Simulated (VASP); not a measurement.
# LiF (I4/mmm) in VASP: single point with PBE

Aim: the single point of LiF with PBE.

Program: VASP 6.6.1. These are calculated values, not measurements. Logs are shortened: lines on timing, memory, paths and dates and some standing lists are left out, and cuts for length are marked.

## (1) The cell of the first run

The structure is tetragonal, space group I4/mmm (No. 139). Conventional cell: a = 2.905 Å, b = 2.905 Å, c = 4.028 Å, α = 90.00°, β = 90.00°, γ = 90.00°. Within 2.7 Å of Li (site symmetry 4/mmm) lie 6 F at 2.01 to 2.05 Å. F (site symmetry 4/mmm) has 6 Li at 2.01 to 2.05 Å within 2.7 Å.

## (2) Single point, PBE (equal xx and yy strain of +2 %)

Contents of INCAR:

```
ALGO = Normal
EDIFF = 1E-6
ENCUT = 520
GGA = PE
ISIF = 2
ISMEAR = -1
LASPH = T
LCHARG = T
LELF = T
LREAL = F
LVHAR = T
LWAVE = F
NBANDS = 12
NELM = 60
PREC = Accurate
SIGMA = 0.03
```

Contents of KPOINTS:

```
k-points
0
Gamma
  10 10 10
```

Contents of POSCAR:

```
LiF
1.0
    0.0000000000      2.0542800000      2.0140000000
    2.0542800000      0.0000000000      2.0140000000
    2.0542800000      2.0542800000      0.0000000000
Li F
1 1
Direct
    0.0000000000      0.0000000000      0.0000000000
    0.5000000000      0.5000000000      0.5000000000
```

Potentials or basis: VASP PAW PBE potentials, release 64 (Li_sv, F).

Run with:

```
cat potpaw_PBE.64/Li_sv/POTCAR potpaw_PBE.64/F/POTCAR > POTCAR
mpirun -np 1 vasp_std > vasp.out
```

OUTCAR:

```text
EDIFF = 1E-6
   ENCUT = 520
   GGA = PE
   ISIF = 2
   ISMEAR = -1
   LASPH = T
   LREAL = F
   NELM = 60
   PREC = Accurate

 ion  position               nearest neighbor table
   1  0.000  0.000  0.000-   2 2.01   2 2.01   2 2.05   2 2.05   2 2.05   2 2.05
   2  0.500  0.500  0.500-   1 2.01   1 2.01   1 2.05   1 2.05   1 2.05   1 2.05

  LATTYP: Found a body centered tetragonal cell.
 ALAT       =     2.9051906369
 C/A-ratio  =     1.3864838847

  Lattice vectors:

 A1 = (   0.0000000000,  -2.0542800000,  -2.0140000000)
 A2 = (   0.0000000000,   2.0542800000,  -2.0140000000)
 A3 = (   2.0542800000,   0.0000000000,   2.0140000000)

Analysis of symmetry for initial positions (statically):
=====================================================================
 Subroutine PRICEL returns:
 Original cell was already a primitive cell.

 Routine SETGRP: Setting up the symmetry group for a
 body centered tetragonal supercell.

 Subroutine GETGRP returns: Found 16 space group operations
 (whereof 16 operations were pure point group operations)
 out of a pool of 16 trial point group operations.

The static configuration has the point symmetry D_4h.

Analysis of symmetry for dynamics (positions and initial velocities):
=====================================================================
 Subroutine PRICEL returns:
 Original cell was already a primitive cell.

 Routine SETGRP: Setting up the symmetry group for a
 body centered tetragonal supercell.

 Subroutine GETGRP returns: Found 16 space group operations
 (whereof 16 operations were pure point group operations)
 out of a pool of 16 trial point group operations.

The dynamic configuration has the point symmetry D_4h.

 Subroutine INISYM returns: Found 16 space group operations
 (whereof 16 operations are pure point group operations),
 and found     1 'primitive' translations

----------------------------------------------------------------------------------------

                                     Primitive cell

  volume of cell :      16.9984

  direct lattice vectors                    reciprocal lattice vectors
     0.000000000  2.054280000  2.014000000    -0.243394279  0.243394279  0.248262165
     2.054280000  0.000000000  2.014000000     0.243394279 -0.243394279  0.248262165
     2.054280000  2.054280000  0.000000000     0.243394279  0.243394279 -0.248262165

  length of vectors
     2.876849374  2.876849374  2.905190637     0.424400345  0.424400345  0.424400345

  position of ions in fractional coordinates (direct lattice)
     0.000000000  0.000000000  0.000000000
     0.500000000  0.500000000  0.500000000

  ion indices of the primitive-cell ions
   primitive index   ion index
                 1           1
                 2           2

----------------------------------------------------------------------------------------

 KPOINTS: k-points

Automatic generation of k-mesh.
 Grid dimensions read from file:
 generate k-points for:   10   10   10

 Generating k-lattice:

  Cartesian coordinates                     Fractional coordinates (reciprocal lattice)
    -0.024339428  0.024339428  0.024826216     0.100000000  0.000000000  0.000000000
     0.024339428 -0.024339428  0.024826216     0.000000000  0.100000000  0.000000000
     0.024339428  0.024339428 -0.024826216     0.000000000  0.000000000  0.100000000

  Length of vectors
     0.042440035  0.042440035  0.042440035

  Shift w.r.t. Gamma in fractional coordinates (k-lattice)
     0.000000000  0.000000000  0.000000000

 Subroutine IBZKPT returns following result:
 ===========================================

 Found    102 irreducible k-points:

 Following reciprocal coordinates:
            Coordinates               Weight
  0.000000  0.000000  0.000000      1.000000
  0.100000  0.000000  0.000000      8.000000
  0.200000  0.000000  0.000000      8.000000
  0.300000  0.000000  0.000000      8.000000
  0.400000  0.000000  0.000000      8.000000
  0.500000  0.000000  0.000000      4.000000
[... 16 lines left out ...]
  0.300000  0.300000  0.000000      2.000000
  0.400000  0.300000  0.000000      8.000000
 [... further k-points ...]
   k-points           NKPTS =    102   k-points in BZ     NKDIM =    102   number of bands    NBANDS=     12
   number of dos      NEDOS =    301   number of ions     NIONS =      2
   total plane-waves  NPLWV =  13824
   dimension x,y,z NGX =    24 NGY =   24 NGZ =   24
   dimension x,y,z NGXF=    48 NGYF=   48 NGZF=   48
   ions per type =               1   1
   NGX,Y,Z   is equivalent  to a cutoff of  13.87, 13.87, 13.73 a.u.
   NGXF,Y,Z  is equivalent  to a cutoff of  27.74, 27.74, 27.47 a.u.
 SYSTEM =  unknown system
   PREC   = accura    normal or accurate (medium, high low for compatibility)
   ISTART =      0    job   : 0-new  1-cont  2-samecut
   ICHARG =      2    charge: 1-file 2-atom 10-const
   ISPIN  =      1    spin polarized calculation?
   LNONCOLLINEAR =      F non collinear calculations
   LSORBIT =      F    spin-orbit coupling
   LASPH  =      T    aspherical Exc in radial PAW
   ENCUT  =  520.0 eV  38.22 Ry    6.18 a.u.   5.35  5.35  5.40*2*pi/ulx,y,z
   NELM   =     60;   NELMIN=  2; NELMDL= -5     # of ELM steps
   EDIFF  = 0.1E-05   stopping-criterion for ELM
   LREAL  =      F    real-space projection
   EDIFFG = 0.1E-04   stopping-criterion for IOM
   NSW    =      0    number of steps for IOM
   IBRION =     -1    ionic relax: 0-MD 1-quasi-New 2-CG
   NFREE  =      0    steps in history (QN), initial steepest desc. (CG)
   ISIF   =      2    stress and relaxation
   ISYM   =      2    0-nonsym 1-usesym 2-fastsym
   POTIM  = 0.5000    time-step for ionic-motion
   TEBEG  =    0.0;   TEEND  =   0.0 temperature during run
   PSTRESS=    0.0 pullay stress
   NELECT =      10.0000    total number of electrons
   NUPDOWN=      -1.0000    fix difference up-down
   EMIN   =  10.00;   EMAX   =-10.00  energy-range for DOS
   EFERMI =   0.00;   METHOD = LEGACY
   ISMEAR =    -1;   SIGMA  =   0.03  broadening in eV -4-tet -1-fermi 0-gaus
   EFERMI_NEDOS =   21; number of points for ismear=-14 and -15
   IALGO  =     38    algorithm
   IMIX   =      4    mixing-type and parameters
     AMIX     =   0.40;   BMIX     =  1.00
     AMIX_MAG =   1.60;   BMIX_MAG =  1.00
  volume/ion in A,a.u.               =       8.50        57.36
  Fermi-wavevector in a.u.,A,eV,Ry     =   1.371740  2.592213 25.601697  1.881672
  Thomas-Fermi vector in A             =   2.497410
   LORBIT       =      0    0 simple, 1 ext, 2 COOP (PROOUT), +10 PAW based schemes
   GGA     = PE    functional components
   LHFCALC =     F    Hartree Fock is set to
   AEXX    =    0.0000 exact exchange contribution
   IVDW    =     0    specifies the selected vdW correction
   LEPSILON=     F    determine dielectric tensor
   LRPA    =     F    only Hartree local field effects (RPA)
 non-spin polarized calculation
  energy-cutoff  :      520.00
  volume of cell :       17.00
 maximum number of plane-waves:       479
 NGX is ok and might be reduce to    24
   NGX = 11   NGY = 11   NGZ = 11

 number of electron      10.0000000 magnetization

 number of electron       9.9999996 magnetization

 Free energy of the ion-electron system (eV)
  ---------------------------------------------------
  ext. energy  EPLUGINS =         0.00000000
  ---------------------------------------------------
  free energy    TOTEN  =        -9.63973446 eV

  energy without entropy =       -9.63973446  energy(sigma->0) =       -9.63973446

 E-fermi :  -0.3759     XC(G=0):  -9.7904

 val. band max:       -1.2368922757   @ k =   0.0000   0.0000   0.0000
 cond. band min:       7.4907609689   @ k =   0.0000   0.0000   0.0000
 fundamental gap:      8.7276532446
 Fermi energy:        -0.3759052559

 k-point     1 :       0.0000    0.0000    0.0000
  band No.  band energies     occupation
      1     -42.2642      2.00000
      2     -21.1199      2.00000
      3      -1.2851      2.00000
      4      -1.2369      2.00000
      5      -1.2369      2.00000
      6       7.4908      0.00000
      7      22.0507      0.00000
      8      22.0507      0.00000
      9      22.4944      0.00000
     10      22.6328      0.00000
     11      22.6328      0.00000
     12      22.7960      0.00000

 k-point     2 :       0.1000    0.0000    0.0000
  band No.  band energies     occupation
      1     -42.2596      2.00000
      2     -21.0839      2.00000
      3      -1.5309      2.00000
      4      -1.2852      2.00000
      5      -1.2618      2.00000
      6       7.7843      0.00000
      7      19.6445      0.00000
      8      20.8641      0.00000
      9      21.1768      0.00000
     10      23.6170      0.00000
     11      23.6293      0.00000
     12      23.7835      0.00000

 k-point     3 :       0.2000    0.0000    0.0000
  band No.  band energies     occupation
      1     -42.2473      2.00000
      2     -20.9871      2.00000
      3      -2.1885      2.00000
      4      -1.3334      2.00000
      5      -1.3259      2.00000
      6       8.4457      0.00000
      7      17.2144      0.00000
      8      19.4022      0.00000
      9      19.7535      0.00000
     10      24.5698      0.00000
     11      24.9635      0.00000
     12      25.0582      0.00000
[... 286 lines left out ...]
 k-point    23 :       0.3000    0.3000    0.0000
  band No.  band energies     occupation
      1     -42.2210      2.00000
      2     -20.7281      2.00000
      3      -3.0462      2.00000
      4      -1.8945      2.00000
      5      -1.8945      2.00000
      6      10.7272      0.00000
      7      16.3205      0.00000
      8      17.5141      0.00000
      9      18.5257      0.00000
     10      18.5257      0.00000
     11      32.3897      0.00000
     12      32.5158      0.00000

 k-point    24 :       0.4000    0.3000    0.0000
  band No.  band energies     occupation
      1     -42.2117      2.00000
      2     -20.6248      2.00000
      3      -3.4398      2.00000
      4      -2.0930      2.00000
      5      -1.9946      2.00000
      6      11.5805      0.00000
      7      15.1557      0.00000
      8      16.9759      0.00000
      9      18.2859      0.00000
     10      19.3452      0.00000
     11      31.9251      0.00000
     12      32.7805      0.00000

 [... further k-points ...]

------------------------ aborting loop because EDIFF is reached ----------------------------------------

  FORCE on cell =-STRESS in cart. coord.  units (eV):
  Direction    XX          YY          ZZ          XY          YZ          ZX
  --------------------------------------------------------------------------------------
  -------------------------------------------------------------------------------------
  Total       -0.1572429     -0.1572429     -0.0251834      0.0000000      0.0000000     -0.0000000
  in kB      -14.8208405    -14.8208405     -2.3736477      0.0000000      0.0000000     -0.0000000
  external PRESSURE =     -10.6717763 kB  Pullay stress =       0.0000000 kB

 VOLUME and BASIS-vectors are now :
 -----------------------------------------------------------------------------
  energy-cutoff  :      520.00
  volume of cell :       17.00
      direct lattice vectors                 reciprocal lattice vectors
     0.000000000  2.054280000  2.014000000    -0.243394279  0.243394279  0.248262165
     2.054280000  0.000000000  2.014000000     0.243394279 -0.243394279  0.248262165
     2.054280000  2.054280000  0.000000000     0.243394279  0.243394279 -0.248262165

 POSITION                                       TOTAL-FORCE (eV/Angst)
 -----------------------------------------------------------------------------------
      0.00000      0.00000      0.00000        -0.000000      0.000000      0.000000
      2.05428      2.05428      2.01400         0.000000     -0.000000     -0.000000
 -----------------------------------------------------------------------------------
    total drift:                               -0.000000     -0.000000      0.000000

  FREE ENERGIE OF THE ION-ELECTRON SYSTEM (eV)
  ---------------------------------------------------
  free  energy   TOTEN  =        -9.6397344582 eV

  energy  without entropy=       -9.6397344582  energy(sigma->0) =       -9.63973446
```

It took 14 s on 1 thread of Intel Xeon Platinum 8259CL at 2.50GHz (Skylake/Cascade Lake), shared host; peak memory 0.14 GiB.

Results:

```
Free energy            : -9.6397 eV
Band gap on the k mesh : 8.73 eV
```

Levels at points of the mesh, in eV from the valence-band top:
| k point | band 2 | band 3 | band 4 | band 5 | band 6 | band 7 | band 8 | band 9 |
| --- | --- | --- | --- | --- | --- | --- | --- | --- |
| (0.00, 0.00, 0.00) | -19.88 | -0.05 | 0.00 | 0.00 | 8.73 | 23.29 | 23.29 | 23.73 |
| (0.50, 0.00, 0.00) | -19.48 | -2.41 | -0.25 | -0.21 | 10.55 | 16.26 | 18.39 | 18.74 |
| (0.50, 0.50, 0.00) | -19.23 | -2.85 | -0.99 | -0.99 | 14.67 | 16.10 | 17.00 | 19.58 |
| (0.50, 0.00, 0.50) | -19.25 | -2.86 | -1.00 | -0.88 | 14.31 | 16.36 | 16.95 | 19.71 |

Caveat: the cell differs from its parent crystal (equal xx and yy strain of +2 %); the cutoff is under 1.25 times the usual one of these potentials, so pressure, stress and relaxed cells hold a basis-set (Pulay) error. A k mesh can miss the band edges.
